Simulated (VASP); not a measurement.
Runs of VASP 6.6.1 on Al. It takes space group P6_3/mmc (No. 194, hexagonal). The conventional cell has a = 2.812 Å, b = 2.812 Å, c = 4.867 Å, α = 90.00°, β = 90.00°, γ = 120.00°. Al (site symmetry -6m2) has 12 Al at 2.81 to 2.93 Å within 3.7 Å. This isn't the form of Al at room conditions, which is fcc.

```csv
k mesh,gap on the mesh (eV),pressure (GPa)
3 × 3 × 2,none,-0.4
7 × 7 × 4,none,-1.2
9 × 9 × 5,none,(a)
5 × 5 × 3,none,-1.0
```

Alike in all rows: task single point; level PBEsol; potentials or basis VASP PAW PBE potentials, release 64 (Al); no spin polarisation; cell as given; cutoff (eV) 500; smearing fermi-dirac 0.15 eV.

**Question.** Fill in the values left out.

**Answer.** (a) -1.3.

Caveats: some runs use coarse meshes; the PAW data sets were made with another functional, which shifts forces and pressure a little.

A gap of «none» marks levels without a gap at the run's occupations.
